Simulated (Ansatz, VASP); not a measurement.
## BN in VASP and in Ansatz

Contents of INCAR:

```
SYSTEM = BN
PREC     = Accurate       ! precision mode
ENCUT    = 520            ! plane-wave cutoff, eV
EDIFF    = 1E-6           ! SCF threshold, eV
ISMEAR   = 0              ! smearing method
SIGMA    = 0.05           ! smearing width, eV
LREAL    = .False.        ! projectors in reciprocal space
LASPH    = .True.         ! aspherical terms in the spheres
NELM     = 100            ! most SCF steps
ALGO     = Normal         ! electronic algorithm
ISIF     = 2              ! what is computed and relaxed
LWAVE    = .False.        ! write WAVECAR
LCHARG   = .True.         ! write CHGCAR
GGA      = PE             ! functional
IVDW     = 12             ! dispersion correction
LELF     = .True.         ! ELF
LVHAR    = .True.       
NBANDS   = 16             ! bands
```

The input KPOINTS:

```
Automatic mesh
0
Gamma
  12 12 4
  0 0 0
```

Contents of POSCAR:

```
BN
1.0
    2.5061233057      0.0000000000      0.0000000000
   -1.2530616528      2.1703664477      0.0000000000
    0.0000000000      0.0000000000      6.5973571420
B N
2 2
Direct
   -0.0442321619     -0.0884643237      0.4272435932
    0.3333333333      0.6666666667      0.0000000000
    0.0000000000      0.0000000000      0.0000000000
    0.6666666667      0.3333333333      0.5000000000
```

Input for Ansatz:

```yaml
crystal:
  lattice:
    - [2.5061233057, 0.0, 0.0]
    - [-1.2530616528, 2.1703664477, 0.0]
    - [0.0, 0.0, 6.597357142]
  atoms:
    - { symbol: B, position: [-0.0442321619, -0.0884643237, 0.4272435932] }
    - { symbol: B, position: [0.3333333333, 0.6666666667, 0.0] }
    - { symbol: "N", position: [0.0, 0.0, 0.0] }
    - { symbol: "N", position: [0.6666666667, 0.3333333333, 0.5] }
basis:
  ecutwfc: 420
kpoints:
  mp_grid: { grid: [12, 12, 4] }
hamiltonian:
  xc: pbe
  dispersion: d3bj
scf:
  occupations: { method: gaussian, width: 0.05 }
output:
  forces: true
  stress: true
  eigenvalues: true
```

Alike in both runs: task single point; functional PBE; dispersion D3(BJ); k mesh 12 × 12 × 4; occupations gaussian, width 0.05 eV; no spin polarisation.

```csv
,VASP,Ansatz
version,VASP 6.6.1,Ansatz 0.2.0
potentials or method,"VASP PAW PBE potentials, release 64 (B, N), cutoff 520 eV","scalar-relativistic, plane waves, PAW"
valence electrons in the cell,16,16
```

Ansatz gave:

- gap on the k mesh at the Fermi level (eV): 0.88
- least direct gap on the mesh (eV): 1.40
- pressure (GPa): -0.2
- traceless stress, the component that is largest in VASP (GPa): -13.41
- rms of the force components (eV/Å): 3.393

Question: Estimate VASP's values.

Answer: gap on the k mesh at the Fermi level (eV): 0.89; least direct gap on the mesh (eV): 1.40; pressure (GPa): -0.2; traceless stress, the component that is largest in VASP (GPa): -13.42; rms of the force components (eV/Å): 3.396.

Atom by atom the forces differ by 0.002 eV/Å (rms over components).
